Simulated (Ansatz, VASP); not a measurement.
# One calculation of Fe, two programs

```
Fe
1.0
    -1.39807    1.39807    1.39807
     1.39807   -1.39807    1.39807
     1.39807    1.39807   -1.39807
Fe
1
Direct
  0.00000 0.00000 0.00000
```

Alike in both runs: task single point; functional BLYP; k mesh 25 × 25 × 25; occupations fermi-dirac, width 0.05 eV; collinear spin.

|  | VASP | Ansatz |
| --- | --- | --- |
| version | VASP 6.6.1 | Ansatz 0.2.0 |
| potentials or method | VASP PAW PBE potentials, release 64 (Fe), cutoff 520 eV | plane waves (420 eV) with PAW, scalar-relativistic |
| valence electrons in the cell | 8 | 16 |

|  | VASP | Ansatz | Ansatz less VASP |
| --- | --- | --- | --- |
| pressure (GPa) | 17.2 | 17.1 | -0.17 |
| net moment per atom (μB) | 2.11 | 2.10 | -0.008 |
| size of the moment on the site where the two differ most (μB) | 2.09 | 2.13 | +0.037 |

VASP's potentials were made for PBE, not for BLYP. Site moments also hang on the region over which each program counts them. VASP's potentials hold 8 valence electrons a cell and Ansatz's 16, so a difference there can come from the potentials and not from the codes.
